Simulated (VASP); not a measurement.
# BP (kpbe) (F-43m) in VASP: further runs

Runs on BP (kpbe). Level: PBE. Tasks: single point, relaxation of cell and atoms.

Program: VASP 6.6.1. These are calculated values, not measurements. Logs are shortened: lines on timing, memory, paths and dates and some standing lists are left out, and cuts for length are marked.

## Step 1: The cell of the first run

The structure is cubic, space group F-43m (No. 216). The conventional cell has a = 4.532 Å, b = 4.532 Å, c = 4.532 Å, α = 90.00°, β = 90.00°, γ = 90.00°. B (site symmetry -43m) has 4 P at 1.96 Å within 2.6 Å. P (site symmetry -43m) has 4 B at 1.96 Å within 2.6 Å.

## Step 2: Single point, PBE

Input file INCAR:

```
SYSTEM = BP
  ALGO = Normal
  EDIFF = 1E-7
  ENCUT = 520
  GGA = PE
  ISIF = 2
  ISMEAR = 0
  LASPH = .True.
  LCHARG = .False.
  LREAL = .False.
  LWAVE = .False.
  NBANDS = 11
  NELM = 80
  PREC = Accurate
  SIGMA = 0.1
```

Input file KPOINTS:

```
k-points
0
Gamma
  8 8 8
  0 0 0
```

Input file POSCAR:

```
BP
1.0
    0.0000000000      2.2660723800      2.2660723800
    2.2660723800      0.0000000000      2.2660723800
    2.2660723800      2.2660723800      0.0000000000
B P
1 1
Direct
    0.0000000000      0.0000000000      0.0000000000
    0.7500000000      0.7500000000      0.7500000000
```

Potentials or basis: VASP PAW PBE potentials, release 64 (B, P).

The run is started by

```console
$ cat potpaw_PBE.64/B/POTCAR potpaw_PBE.64/P/POTCAR > POTCAR
$ mpirun -np 1 vasp_std > vasp.out
```

OUTCAR:

```text
SYSTEM = BP
   EDIFF = 1E-7
   ENCUT = 520
   GGA = PE
   ISIF = 2
   ISMEAR = 0
   LASPH = .True.
   LREAL = .False.
   NELM = 80
   PREC = Accurate

 ion  position               nearest neighbor table
   1  0.000  0.000  0.000-   2 1.96   2 1.96   2 1.96   2 1.96
   2  0.750  0.750  0.750-   1 1.96   1 1.96   1 1.96   1 1.96

  LATTYP: Found a face centered cubic cell.
 ALAT       =     4.5321447600

  Lattice vectors:

 A1 = (   0.0000000000,   2.2660723800,   2.2660723800)
 A2 = (   2.2660723800,   0.0000000000,   2.2660723800)
 A3 = (   2.2660723800,   2.2660723800,   0.0000000000)

Analysis of symmetry for initial positions (statically):
=====================================================================
 Subroutine PRICEL returns:
 Original cell was already a primitive cell.

 Routine SETGRP: Setting up the symmetry group for a
 face centered cubic supercell.

 Subroutine GETGRP returns: Found 24 space group operations
 (whereof 24 operations were pure point group operations)
 out of a pool of 48 trial point group operations.

The static configuration has the point symmetry T_d .

Analysis of symmetry for dynamics (positions and initial velocities):
=====================================================================
 Subroutine PRICEL returns:
 Original cell was already a primitive cell.

 Routine SETGRP: Setting up the symmetry group for a
 face centered cubic supercell.

 Subroutine GETGRP returns: Found 24 space group operations
 (whereof 24 operations were pure point group operations)
 out of a pool of 48 trial point group operations.

The dynamic configuration has the point symmetry T_d .

 Subroutine INISYM returns: Found 24 space group operations
 (whereof 24 operations are pure point group operations),
 and found     1 'primitive' translations

----------------------------------------------------------------------------------------

                                     Primitive cell

  volume of cell :      23.2729

  direct lattice vectors                    reciprocal lattice vectors
     0.000000000  2.266072380  2.266072380    -0.220646085  0.220646085  0.220646085
     2.266072380  0.000000000  2.266072380     0.220646085 -0.220646085  0.220646085
     2.266072380  2.266072380  0.000000000     0.220646085  0.220646085 -0.220646085

  length of vectors
     3.204710293  3.204710293  3.204710293     0.382170230  0.382170230  0.382170230

  position of ions in fractional coordinates (direct lattice)
     0.000000000  0.000000000  0.000000000
     0.750000000  0.750000000  0.750000000

  ion indices of the primitive-cell ions
   primitive index   ion index
                 1           1
                 2           2

----------------------------------------------------------------------------------------

 KPOINTS: k-points

Automatic generation of k-mesh.
 Grid dimensions read from file:
 generate k-points for:    8    8    8

 Generating k-lattice:

  Cartesian coordinates                     Fractional coordinates (reciprocal lattice)
    -0.027580761  0.027580761  0.027580761     0.125000000  0.000000000  0.000000000
     0.027580761 -0.027580761  0.027580761     0.000000000  0.125000000  0.000000000
     0.027580761  0.027580761 -0.027580761     0.000000000  0.000000000  0.125000000

  Length of vectors
     0.047771279  0.047771279  0.047771279

  Shift w.r.t. Gamma in fractional coordinates (k-lattice)
     0.000000000  0.000000000  0.000000000

 Subroutine IBZKPT returns following result:
 ===========================================

 Found     29 irreducible k-points:

 Following reciprocal coordinates:
            Coordinates               Weight
  0.000000  0.000000  0.000000      1.000000
  0.125000  0.000000  0.000000      8.000000
  0.250000  0.000000  0.000000      8.000000
  0.375000  0.000000  0.000000      8.000000
  0.500000  0.000000  0.000000      4.000000
  0.125000  0.125000  0.000000      6.000000
[... 16 lines left out ...]
  0.500000  0.250000  0.125000     48.000000
 -0.375000  0.250000  0.125000     24.000000
 [... further k-points ...]
   k-points           NKPTS =     29   k-points in BZ     NKDIM =     29   number of bands    NBANDS=     11
   number of dos      NEDOS =    301   number of ions     NIONS =      2
   total plane-waves  NPLWV =  13824
   dimension x,y,z NGX =    24 NGY =   24 NGZ =   24
   dimension x,y,z NGXF=    48 NGYF=   48 NGZF=   48
   ions per type =               1   1
   NGX,Y,Z   is equivalent  to a cutoff of  12.45, 12.45, 12.45 a.u.
   NGXF,Y,Z  is equivalent  to a cutoff of  24.90, 24.90, 24.90 a.u.
 SYSTEM =  BP
   PREC   = accura    normal or accurate (medium, high low for compatibility)
   ISTART =      0    job   : 0-new  1-cont  2-samecut
   ICHARG =      2    charge: 1-file 2-atom 10-const
   ISPIN  =      1    spin polarized calculation?
   LNONCOLLINEAR =      F non collinear calculations
   LSORBIT =      F    spin-orbit coupling
   LASPH  =      T    aspherical Exc in radial PAW
   ENCUT  =  520.0 eV  38.22 Ry    6.18 a.u.   5.96  5.96  5.96*2*pi/ulx,y,z
   NELM   =     80;   NELMIN=  2; NELMDL= -5     # of ELM steps
   EDIFF  = 0.1E-06   stopping-criterion for ELM
   LREAL  =      F    real-space projection
   EDIFFG = 0.1E-05   stopping-criterion for IOM
   NSW    =      0    number of steps for IOM
   IBRION =     -1    ionic relax: 0-MD 1-quasi-New 2-CG
   NFREE  =      0    steps in history (QN), initial steepest desc. (CG)
   ISIF   =      2    stress and relaxation
   ISYM   =      2    0-nonsym 1-usesym 2-fastsym
   POTIM  = 0.5000    time-step for ionic-motion
   TEBEG  =    0.0;   TEEND  =   0.0 temperature during run
   PSTRESS=    0.0 pullay stress
   NELECT =       8.0000    total number of electrons
   NUPDOWN=      -1.0000    fix difference up-down
   EMIN   =  10.00;   EMAX   =-10.00  energy-range for DOS
   EFERMI =   0.00;   METHOD = LEGACY
   ISMEAR =     0;   SIGMA  =   0.10  broadening in eV -4-tet -1-fermi 0-gaus
   EFERMI_NEDOS =   21; number of points for ismear=-14 and -15
   IALGO  =     38    algorithm
   IMIX   =      4    mixing-type and parameters
     AMIX     =   0.40;   BMIX     =  1.00
     AMIX_MAG =   1.60;   BMIX_MAG =  1.00
  volume/ion in A,a.u.               =      11.64        78.53
  Fermi-wavevector in a.u.,A,eV,Ry     =   1.146800  2.167138 17.893708  1.315150
  Thomas-Fermi vector in A             =   2.283483
   LORBIT       =      0    0 simple, 1 ext, 2 COOP (PROOUT), +10 PAW based schemes
   GGA     = PE    functional components
   LHFCALC =     F    Hartree Fock is set to
   AEXX    =    0.0000 exact exchange contribution
   IVDW    =     0    specifies the selected vdW correction
   LEPSILON=     F    determine dielectric tensor
   LRPA    =     F    only Hartree local field effects (RPA)
 non-spin polarized calculation
 Gauss-broadening in eV      SIGMA  =   0.10
  energy-cutoff  :      520.00
  volume of cell :       23.27
 maximum number of plane-waves:       638
   NGX = 11   NGY = 11   NGZ = 11

 number of electron       8.0000000 magnetization

 Free energy of the ion-electron system (eV)
  ---------------------------------------------------
  ext. energy  EPLUGINS =         0.00000000
  ---------------------------------------------------
  free energy    TOTEN  =       -12.92786787 eV

  energy without entropy =      -12.92786787  energy(sigma->0) =      -12.92786787

 E-fermi :   7.9874     XC(G=0): -10.9235

 val. band max:        7.4796192302   @ k =   0.0000   0.0000   0.0000
 cond. band min:       8.7439136024   @ k =   0.3750   0.3750   0.0000
 fundamental gap:      1.2642943722
 Fermi energy:         7.9873867207

 k-point     1 :       0.0000    0.0000    0.0000
  band No.  band energies     occupation
      1      -8.0157      2.00000
      2       7.4796      2.00000
      3       7.4796      2.00000
      4       7.4796      2.00000
      5      10.8856      0.00000
      6      10.8856      0.00000
      7      10.8856      0.00000
      8      14.9130      0.00000
      9      19.0185      0.00000
     10      19.6188      0.00000
     11      19.6188      0.00000

 k-point     2 :       0.1250    0.0000    0.0000
  band No.  band energies     occupation
      1      -7.7338      2.00000
      2       5.6208      2.00000
      3       7.0499      2.00000
      4       7.0499      2.00000
      5      11.4259      0.00000
      6      11.4797      0.00000
      7      11.4797      0.00000
      8      15.6938      0.00000
      9      18.7083      0.00000
     10      18.7083      0.00000
     11      19.8558      0.00000

 k-point     3 :       0.2500    0.0000    0.0000
  band No.  band energies     occupation
      1      -6.9065      2.00000
      2       2.6214      2.00000
      3       6.3591      2.00000
      4       6.3591      2.00000
      5      11.5005      0.00000
      6      12.2506      0.00000
      7      12.2506      0.00000
      8      17.1254      0.00000
      9      18.4511      0.00000
     10      18.4511      0.00000
     11      20.5551      0.00000

 k-point     4 :       0.3750    0.0000    0.0000
  band No.  band energies     occupation
      1      -5.6398      2.00000
      2      -0.1123      2.00000
      3       5.8809      2.00000
      4       5.8809      2.00000
      5      11.3518      0.00000
      6      12.3034      0.00000
      7      12.3034      0.00000
      8      17.6611      0.00000
      9      20.1195      0.00000
     10      20.1195      0.00000
     11      21.3471      0.00000
[... 239 lines left out ...]
 k-point    22 :       0.3750    0.2500    0.1250
  band No.  band energies     occupation
      1      -6.1807      2.00000
      2       2.5383      2.00000
      3       3.6709      2.00000
      4       5.4962      2.00000
      5      10.9439      0.00000
      6      13.4950      0.00000
      7      13.7051      0.00000
      8      15.0222      0.00000
      9      19.1006      0.00000
     10      21.4007      0.00000
     11      23.1428      0.00000

 k-point    23 :       0.5000    0.2500    0.1250
  band No.  band energies     occupation
      1      -4.9450      2.00000
      2       0.3631      2.00000
      3       3.0191      2.00000
      4       4.7229      2.00000
      5      11.5878      0.00000
      6      12.9639      0.00000
      7      14.8233      0.00000
      8      15.8387      0.00000
      9      19.9265      0.00000
     10      20.9123      0.00000
     11      24.5912      0.00000

 k-point    24 :      -0.3750    0.2500    0.1250
  band No.  band energies     occupation
      1      -4.0162      2.00000
      2      -0.9931      2.00000
      3       2.9404      2.00000
      4       4.3521      2.00000
      5      11.6719      0.00000
      6      12.6914      0.00000
      7      15.8136      0.00000
      8      17.2936      0.00000
      9      17.9513      0.00000
     10      21.9257      0.00000
     11      24.3620      0.00000

 [... further k-points ...]

------------------------ aborting loop because EDIFF is reached ----------------------------------------

  FORCE on cell =-STRESS in cart. coord.  units (eV):
  Direction    XX          YY          ZZ          XY          YZ          ZX
  --------------------------------------------------------------------------------------
  -------------------------------------------------------------------------------------
  Total        0.2267100      0.2267100      0.2267100      0.0000000     -0.0000000      0.0000000
  in kB       15.6073758     15.6073758     15.6073758      0.0000000     -0.0000000      0.0000000
  external PRESSURE =      15.6073758 kB  Pullay stress =       0.0000000 kB

 VOLUME and BASIS-vectors are now :
 -----------------------------------------------------------------------------
  energy-cutoff  :      520.00
  volume of cell :       23.27
      direct lattice vectors                 reciprocal lattice vectors
     0.000000000  2.266072380  2.266072380    -0.220646085  0.220646085  0.220646085
     2.266072380  0.000000000  2.266072380     0.220646085 -0.220646085  0.220646085
     2.266072380  2.266072380  0.000000000     0.220646085  0.220646085 -0.220646085

 POSITION                                       TOTAL-FORCE (eV/Angst)
 -----------------------------------------------------------------------------------
      0.00000      0.00000      0.00000         0.000000      0.000000      0.000000
      3.39911      3.39911      3.39911        -0.000000     -0.000000     -0.000000
 -----------------------------------------------------------------------------------
    total drift:                               -0.000000     -0.000000     -0.000000

  FREE ENERGIE OF THE ION-ELECTRON SYSTEM (eV)
  ---------------------------------------------------
  free  energy   TOTEN  =       -12.9278678728 eV

  energy  without entropy=      -12.9278678728  energy(sigma->0) =      -12.92786787
```

It took 7.6 s on 1 thread of Intel Xeon Platinum 8488C (Sapphire Rapids), shared host; peak memory 0.13 GiB.

What came out:

| Property | Result |
| --- | --- |
| Free energy | -12.9279 eV |
| Pressure | 1.6 GPa |
| Band gap on the k mesh | 1.26 eV, indirect (least direct gap 3.41 eV) |

Levels at points of the mesh, in eV from the valence-band top:
| k point | band 2 | band 3 | band 4 | band 5 | band 6 | band 7 |
| --- | --- | --- | --- | --- | --- | --- |
| (0.00, 0.00, 0.00) | 0.00 | 0.00 | 0.00 | 3.41 | 3.41 | 3.41 |
| (0.50, 0.00, 0.00) | -9.06 | -1.76 | -1.76 | 3.80 | 4.72 | 4.72 |
| (0.50, 0.50, 0.00) | -8.60 | -4.13 | -4.13 | 1.32 | 1.65 | 12.16 |

A k mesh can miss the band edges. A hybrid or GW would open this gap; PBE tends to underestimate it.

(Continued in part 2 of 2.)
